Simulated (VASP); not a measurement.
A run of VASP 6.6.1 is set up as follows.

The input INCAR:

```
PREC = Accurate
ENCUT = 520
EDIFF = 1E-6
ISMEAR = 0
SIGMA = 0.1
LREAL = F
LASPH = T
NELM = 150
ALGO = Normal
ISIF = 2
LWAVE = F
LCHARG = F
ISPIN = 2
MAGMOM = 7 0 0 0 0
LORBIT = 11
LMAXMIX = 6
GGA = PE
NBANDS = 22
```

File KPOINTS:

```
regular mesh
0
Gamma
  6 6 4
```

POSCAR

```
EuH4
1.0
    4.1431297600      0.0000000000      0.0000000000
   -2.0715648800      3.5880556300      0.0000000000
    0.0000000000      0.0000000000      5.1010848800
Eu H
1 4
Direct
    0.0000000000      0.0000000000      0.0000000000
    0.5000000000      0.0000000000      0.0000000000
    0.0000000000      0.5000000000      0.0000000000
    0.5000000000      0.5000000000      0.0000000000
    0.0000000000      0.0000000000      0.5000000000
```

Potentials or basis: VASP PAW PBE potentials, release 64 (Eu, H).

Launch:

```sh
$ cat potpaw_PBE.64/Eu/POTCAR potpaw_PBE.64/H/POTCAR > POTCAR
$ mpirun -np 1 vasp_std > vasp.out
```

Question: Estimate the pressure.

Answer: 1.7 GPa.

Question: What does it give for the site moments?

Answer: Eu +6.24; H +0.03, -0.07 (each value once) μB.

Question: Predict the net moment.

Answer: 6.42 μB per cell.

Stress tensor (GPa, compression positive):
```
 6.23  0.00  0.00
 0.00  6.23  0.00
 0.00  0.00 -7.37
```

 The state reached can hang on the start; a lower one may exist.
